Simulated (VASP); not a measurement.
Runs of VASP 6.6.1 on PbO. The structure is that of space group P4/nmm (No. 129), or close to it. The cells are those of the table. 

```tsv
cell	k mesh	cutoff (eV)	smearing	gap on the mesh (eV)	pressure (GPa)	largest force (eV/Å)
a = 3.990, b = 3.990, c = 5.010 Å, 4 atoms	4 × 4 × 4	600	gaussian 0.1 eV	1.10	-0.8	0.29
a = 3.975, b = 3.975, c = 4.806 Å, 4 atoms	8 × 8 × 6	520	gaussian 0.02 eV	(a)	1.6	0.05
a = 3.987, b = 3.987, c = 5.080 Å, 4 atoms	8 × 8 × 6	520	gaussian 0.02 eV	1.24	0.1	0.05
a = 3.978, b = 3.978, c = 4.950 Å, 4 atoms	8 × 8 × 6	520	gaussian 0.02 eV	(b)	0.8	0.05
```

Alike in all rows: task single point; level PBEsol; potentials or basis VASP PAW PBE potentials, release 64 (Pb_d, O); no spin polarisation.

Problem. Fill in the values left out.

Solution. (a) 0.99; (b) 1.11.

Caveats: the PAW data sets were made with another functional, which shifts forces and pressure a little; spin-orbit coupling is left out, which moves the levels of the heavy elements.

A k mesh can miss the band edges, and the runs leave out spin-orbit coupling on Pb.
